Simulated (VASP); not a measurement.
# Pd (I4/mmm) in VASP: single point with PBEsol

Aim: the single point of Pd with PBEsol.

Everything below comes from runs of VASP 6.6.1. Logs are shortened: lines on timing, memory, paths and dates and some standing lists are left out, and cuts for length are marked.

### 1 The cell of the first run

The structure is tetragonal, space group I4/mmm (No. 139). The conventional cell has a = 2.829 Å, b = 2.829 Å, c = 3.680 Å, α = 90.00°, β = 90.00°, γ = 90.00°. Pd (site symmetry 4/mmm) has 12 Pd at 2.72 to 2.83 Å within 3.6 Å.

### 2 Single point, PBEsol

INCAR reads:

```
PREC = Accurate
ENCUT = 520
EDIFF = 1E-6
ISMEAR = 0
SIGMA = 0.1
LREAL = False
LASPH = True
NELM = 100
ALGO = Normal
ISIF = 2
LWAVE = False
LCHARG = True
GGA = PS
LELF = True
LVHAR = True
NBANDS = 17
```

KPOINTS reads:

```
Automatic mesh
0
Gamma
  9 9 18
```

POSCAR reads:

```
Pd
1.0
    4.0007768068      0.0000000000      0.0000000000
    0.0000000000      4.0007768068      0.0000000000
   -2.0003884034      0.0000000000      1.8401891960
Pd
2
Direct
    0.0000000000      0.0000000000      0.0000000000
    0.5000000000      0.5000000000      0.0000000000
```

Potentials or basis: VASP PAW PBE potentials, release 64 (Pd).

Launch:

```console
$ cat potpaw_PBE.64/Pd/POTCAR > POTCAR
$ mpirun -np 1 vasp_std > vasp.out
```

OUTCAR:

```text
PREC = Accurate
   ENCUT = 520
   EDIFF = 1E-6
   ISMEAR = 0
   LREAL = False
   LASPH = True
   NELM = 100
   ISIF = 2
   GGA = PS

 ion  position               nearest neighbor table
   1  0.000  0.000  0.000-   2 2.72   2 2.72   2 2.72   2 2.72   2 2.83   2 2.83   2 2.83   2 2.83

   2  0.500  0.500  0.000-   1 2.72   1 2.72   1 2.72   1 2.72   1 2.83   1 2.83   1 2.83   1 2.83

  LATTYP: Found a base centered orthorhombic cell.
 ALAT       =     3.6803783920
 B/A-ratio  =     1.0870558352
 C/A-ratio  =     1.0870558352

  Lattice vectors:

 A1 = (  -2.0003884034,   0.0000000000,   1.8401891960)
 A2 = (   2.0003884034,   0.0000000000,   1.8401891960)
 A3 = (   0.0000000000,   4.0007768068,   0.0000000000)

Analysis of symmetry for initial positions (statically):
=====================================================================
 Subroutine PRICEL returns following result:

  LATTYP: Found a body centered tetragonal cell.
 ALAT       =     2.8289764101
 C/A-ratio  =     1.3009576110

  Lattice vectors:

 A1 = (   0.0000000000,   2.0003884034,  -1.8401891960)
 A2 = (   0.0000000000,  -2.0003884034,  -1.8401891960)
 A3 = (  -2.0003884034,   0.0000000000,   1.8401891960)

   2 primitive cells build up your supercell.

 Routine SETGRP: Setting up the symmetry group for a
 base centered orthorhombic supercell.

 Subroutine GETGRP returns: Found  8 space group operations
 (whereof  8 operations were pure point group operations)
 out of a pool of  8 trial point group operations.

The static configuration has the point symmetry D_2h.

Analysis of symmetry for dynamics (positions and initial velocities):
=====================================================================
 Subroutine PRICEL returns following result:

  LATTYP: Found a body centered tetragonal cell.
 ALAT       =     2.8289764101
 C/A-ratio  =     1.3009576110

  Lattice vectors:

 A1 = (   0.0000000000,   2.0003884034,  -1.8401891960)
 A2 = (   0.0000000000,  -2.0003884034,  -1.8401891960)
 A3 = (  -2.0003884034,   0.0000000000,   1.8401891960)

   2 primitive cells build up your supercell.

 Routine SETGRP: Setting up the symmetry group for a
 base centered orthorhombic supercell.

 Subroutine GETGRP returns: Found  8 space group operations
 (whereof  8 operations were pure point group operations)
 out of a pool of  8 trial point group operations.

The dynamic configuration has the point symmetry D_2h.

 Subroutine INISYM returns: Found  8 space group operations
 (whereof  8 operations are pure point group operations),
 and found     2 'primitive' translations

----------------------------------------------------------------------------------------

                                     Primitive cell

  volume of cell :      14.7272

  direct lattice vectors                    reciprocal lattice vectors
     0.000000000  2.000388403 -1.840189196    -0.249951459  0.249951459 -0.271711192
     0.000000000 -2.000388403 -1.840189196    -0.249951459 -0.249951459 -0.271711192
    -2.000388403  0.000000000  1.840189196    -0.499902918  0.000000000  0.000000000

  length of vectors
     2.718059978  2.718059978  2.718059978     0.445845753  0.445845753  0.499902918

  position of ions in fractional coordinates (direct lattice)
     0.000000000  0.000000000  0.000000000

  ion indices of the primitive-cell ions
   primitive index   ion index
                 1           1

----------------------------------------------------------------------------------------

 KPOINTS: Automatic mesh

Automatic generation of k-mesh.
 Grid dimensions read from file:
 generate k-points for:    9    9   18

 Generating k-lattice:

  Cartesian coordinates                     Fractional coordinates (reciprocal lattice)
     0.027772384  0.000000000  0.030190132     0.111111111  0.000000000  0.000000000
     0.000000000  0.027772384  0.000000000     0.000000000  0.111111111  0.000000000
     0.000000000  0.000000000  0.030190132     0.000000000  0.000000000  0.055555556

  Length of vectors
     0.041021329  0.027772384  0.030190132

  Shift w.r.t. Gamma in fractional coordinates (k-lattice)
     0.000000000  0.000000000  0.000000000

 Subroutine IBZKPT returns following result:
 ===========================================

 Found    250 irreducible k-points:

 Following reciprocal coordinates:
            Coordinates               Weight
  0.000000  0.000000  0.000000      1.000000
  0.111111  0.000000 -0.000000      4.000000
  0.222222  0.000000  0.000000      4.000000
  0.333333  0.000000 -0.000000      4.000000
  0.444444  0.000000  0.000000      4.000000
  0.000000  0.111111  0.000000      2.000000
[... 16 lines left out ...]
  0.222222  0.444444  0.000000      8.000000
  0.333333  0.444444 -0.000000      8.000000
 [... further k-points ...]
   k-points           NKPTS =    250   k-points in BZ     NKDIM =    250   number of bands    NBANDS=     17
   number of dos      NEDOS =    301   number of ions     NIONS =      2
   total plane-waves  NPLWV =  18000
   dimension x,y,z NGX =    30 NGY =   30 NGZ =   20
   dimension x,y,z NGXF=    60 NGYF=   60 NGZF=   40
   ions per type =               2
   NGX,Y,Z   is equivalent  to a cutoff of  12.47, 12.47, 12.23 a.u.
   NGXF,Y,Z  is equivalent  to a cutoff of  24.93, 24.93, 24.47 a.u.
 SYSTEM =  unknown system
   PREC   = accura    normal or accurate (medium, high low for compatibility)
   ISTART =      0    job   : 0-new  1-cont  2-samecut
   ICHARG =      2    charge: 1-file 2-atom 10-const
   ISPIN  =      1    spin polarized calculation?
   LNONCOLLINEAR =      F non collinear calculations
   LSORBIT =      F    spin-orbit coupling
   LASPH  =      T    aspherical Exc in radial PAW
   ENCUT  =  520.0 eV  38.22 Ry    6.18 a.u.   7.44  7.44  5.05*2*pi/ulx,y,z
   NELM   =    100;   NELMIN=  2; NELMDL= -5     # of ELM steps
   EDIFF  = 0.1E-05   stopping-criterion for ELM
   LREAL  =      F    real-space projection
   EDIFFG = 0.1E-04   stopping-criterion for IOM
   NSW    =      0    number of steps for IOM
   IBRION =     -1    ionic relax: 0-MD 1-quasi-New 2-CG
   NFREE  =      0    steps in history (QN), initial steepest desc. (CG)
   ISIF   =      2    stress and relaxation
   ISYM   =      2    0-nonsym 1-usesym 2-fastsym
   POTIM  = 0.5000    time-step for ionic-motion
   TEBEG  =    0.0;   TEEND  =   0.0 temperature during run
   PSTRESS=    0.0 pullay stress
   NELECT =      20.0000    total number of electrons
   NUPDOWN=      -1.0000    fix difference up-down
   EMIN   =  10.00;   EMAX   =-10.00  energy-range for DOS
   EFERMI =   0.00;   METHOD = LEGACY
   ISMEAR =     0;   SIGMA  =   0.10  broadening in eV -4-tet -1-fermi 0-gaus
   EFERMI_NEDOS =   21; number of points for ismear=-14 and -15
   IALGO  =     38    algorithm
   IMIX   =      4    mixing-type and parameters
     AMIX     =   0.40;   BMIX     =  1.00
     AMIX_MAG =   1.60;   BMIX_MAG =  1.00
  volume/ion in A,a.u.               =      14.73        99.38
  Fermi-wavevector in a.u.,A,eV,Ry     =   1.438913  2.719151 28.170452  2.070470
  Thomas-Fermi vector in A             =   2.557827
   LORBIT       =      0    0 simple, 1 ext, 2 COOP (PROOUT), +10 PAW based schemes
   GGA     = PS    functional components
   LHFCALC =     F    Hartree Fock is set to
   AEXX    =    0.0000 exact exchange contribution
   IVDW    =     0    specifies the selected vdW correction
   LEPSILON=     F    determine dielectric tensor
   LRPA    =     F    only Hartree local field effects (RPA)
 non-spin polarized calculation
 Gauss-broadening in eV      SIGMA  =   0.10
  energy-cutoff  :      520.00
  volume of cell :       29.45
 maximum number of plane-waves:       824
 NGX is ok and might be reduce to    30
   NGX = 15   NGY = 15   NGZ = 11

 number of electron      19.9999991 magnetization

 Free energy of the ion-electron system (eV)
  ---------------------------------------------------
  ext. energy  EPLUGINS =         0.00000000
  ---------------------------------------------------
  free energy    TOTEN  =       -11.91647307 eV

  energy without entropy =      -11.89633309  energy(sigma->0) =      -11.90640308

 E-fermi :   9.6346     XC(G=0): -13.3884

 val. band max:        9.6319952784   @ k =   0.1111   0.1111   0.3333
 cond. band min:       9.6356842794   @ k =   0.4444   0.3333   0.0556
 fundamental gap:      0.0036890011
 Fermi energy:         9.6345975373

 k-point     1 :       0.0000    0.0000    0.0000
  band No.  band energies     occupation
      1       2.3963      2.00000
      2       4.2122      2.00000
      3       4.5488      2.00000
      4       6.5740      2.00000
      5       6.5740      2.00000
      6       7.3095      2.00000
[... 9 lines left out ...]
     16      26.8967      0.00000
     17      30.8848      0.00000

 k-point     2 :       0.1111    0.0000   -0.0000
  band No.  band energies     occupation
      1       2.7022      2.00000
      2       4.3972      2.00000
      3       4.7372      2.00000
      4       6.5506      2.00000
      5       6.7083      2.00000
      6       7.2787      2.00000
[... 9 lines left out ...]
     16      27.1746      0.00000
     17      30.0200      0.00000

 k-point     3 :       0.2222    0.0000    0.0000
  band No.  band energies     occupation
      1       3.5362      2.00000
      2       4.7789      2.00000
      3       5.3392      2.00000
      4       6.3729      2.00000
      5       6.9275      2.00000
      6       7.3784      2.00000
[... 9 lines left out ...]
     16      27.3623      0.00000
     17      27.5796      0.00000

 k-point     4 :       0.3333    0.0000   -0.0000
  band No.  band energies     occupation
      1       4.6292      2.00000
      2       5.2308      2.00000
      3       6.0700      2.00000
      4       6.1089      2.00000
      5       6.7976      2.00000
      6       6.8838      2.00000
[... 9 lines left out ...]
     16      25.9415      0.00000
     17      27.5486      0.00000
[... 343 lines left out ...]
      1       4.4513      2.00000
      2       4.8391      2.00000
      3       5.4714      2.00000
      4       5.7814      2.00000
      5       7.0216      2.00000
      6       7.1851      2.00000
[... 9 lines left out ...]
     16      27.6296      0.00000
     17      28.1852      0.00000

 k-point    23 :       0.2222    0.4444    0.0000
  band No.  band energies     occupation
      1       4.6171      2.00000
      2       4.8869      2.00000
      3       6.2459      2.00000
      4       6.5220      2.00000
      5       6.6689      2.00000
      6       6.6892      2.00000
[... 9 lines left out ...]
     16      27.4762      0.00000
     17      28.5196      0.00000

 k-point    24 :       0.3333    0.4444   -0.0000
  band No.  band energies     occupation
      1       4.4602      2.00000
      2       4.6262      2.00000
      3       6.3596      2.00000
      4       6.4940      2.00000
      5       7.2849      2.00000
      6       7.3178      2.00000
[... 9 lines left out ...]
     16      26.6368      0.00000
     17      29.2221      0.00000

 [... further k-points ...]
[... 5 lines left out ...]
  --------------------------------------------------------------------------------------
  -------------------------------------------------------------------------------------
  Total       -0.6440118     -0.6438926     -0.0664406      0.0000000      0.0000000     -0.0000000
  in kB      -35.0310590    -35.0245742     -3.6140392      0.0000000      0.0000000     -0.0000000
  external PRESSURE =     -24.5565575 kB  Pullay stress =       0.0000000 kB

 VOLUME and BASIS-vectors are now :
 -----------------------------------------------------------------------------
  energy-cutoff  :      520.00
  volume of cell :       29.45
      direct lattice vectors                 reciprocal lattice vectors
     4.000776807  0.000000000  0.000000000     0.249951459  0.000000000  0.271711192
     0.000000000  4.000776807  0.000000000     0.000000000  0.249951459  0.000000000
    -2.000388403  0.000000000  1.840189196     0.000000000  0.000000000  0.543422384

 POSITION                                       TOTAL-FORCE (eV/Angst)
 -----------------------------------------------------------------------------------
      0.00000      0.00000      0.00000         0.000000      0.000000     -0.000000
      2.00039      2.00039      0.00000        -0.000000     -0.000000      0.000000
 -----------------------------------------------------------------------------------
    total drift:                                0.000000      0.000000     -0.000000

  FREE ENERGIE OF THE ION-ELECTRON SYSTEM (eV)
  ---------------------------------------------------
  free  energy   TOTEN  =       -11.9164730750 eV

  energy  without entropy=      -11.8963330920  energy(sigma->0) =      -11.90640308
```

Run time: 78 s. Hardware: 1 thread of AMD EPYC 7R13 (Zen 3), shared host; peak memory 0.2 GiB.

What came out:

- Free energy: -11.9165 eV
- Pressure: -2.5 GPa
- Band gap on the k mesh: zero (band 10 reaches 10.16 eV, above the bottom of band 11 at 8.93 eV)

Levels at points of the mesh, in eV from the Fermi level:
```
           k point  band 8  band 9  band 10  band 11  band 12  band 13
(0.00, 0.00, 0.00)   -0.87   -0.07     0.04     0.52     2.74    10.01
(0.00, 0.00, 0.50)    0.32    0.32     0.52     2.74     4.44    10.01
```

Caveat: the PAW data sets were made with another functional, which shifts forces and pressure a little.
